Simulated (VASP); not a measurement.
Write the native input for VASP 6.6.1 that does the following.

```yaml
Task: electric field gradients
Functional: LDA
Potentials_or_basis: VASP PAW LDA potentials, release 64 (Ti_sv, O)
Cutoff: 520 eV
k_mesh: 7 × 7 × 10
Occupations: fermi-dirac, width 0.05 eV
Spin: no spin polarisation
Dipole_correction: no
Further_INCAR_settings: ALGO = Normal; EDIFF = 1e-08; NBANDS = 33
```

The structure of TiO2 lies in POSCAR:

```
TiO2
1.0
    4.5002185834      0.0000000000      0.0000000000
    0.0000000000      4.5002185834      0.0000000000
    0.0000000000      0.0000000000      2.8985952957
Ti O
2 4
Direct
    0.0000000000      0.0000000000      0.0000000000
    0.5000000000      0.5000000000      0.5000000000
    0.3060000000      0.3060000000      0.0000000000
    0.1940000000      0.8060000000      0.5000000000
    0.6940000000      0.6940000000      0.0000000000
    0.8060000000      0.1940000000      0.5000000000
```

The input as run:

INCAR

```
PREC = Accurate
ENCUT = 520
EDIFF = 1E-8
ISMEAR = -1
SIGMA = 0.05
LREAL = False
LASPH = True
NELM = 60
ALGO = Normal
ISIF = 2
LWAVE = False
LCHARG = False
LEFG = True
NBANDS = 33
```

KPOINTS

```
regular mesh
0
Gamma
  7 7 10
```

Potentials or basis: VASP PAW LDA potentials, release 64 (Ti_sv, O).

Command:

```bash
$ cat potpaw_LDA.64/Ti_sv/POTCAR potpaw_LDA.64/O/POTCAR > POTCAR
$ mpirun -np 1 vasp_std > vasp.out
```

It gave:

| Item | Value |
| --- | --- |
| Pressure | 9.7 GPa |
| Largest force | 0.499 eV/Å |
| Band gap on the k mesh | 1.97 eV |
| Largest electric field gradient by atom | Ti -27.9; O +16.6 V/Å² |

Caveat: the cell stands under pressure; without QUAD_EFG the Cq values of the log hold for a quadrupole moment of 1 mb, not for the nuclei; an odd mesh through Γ misses points on the zone boundary, where band edges can lie.

Wall time 120 s on 1 thread of Intel Xeon 8259CL, with other jobs on the host, peak memory 0.21 GiB.
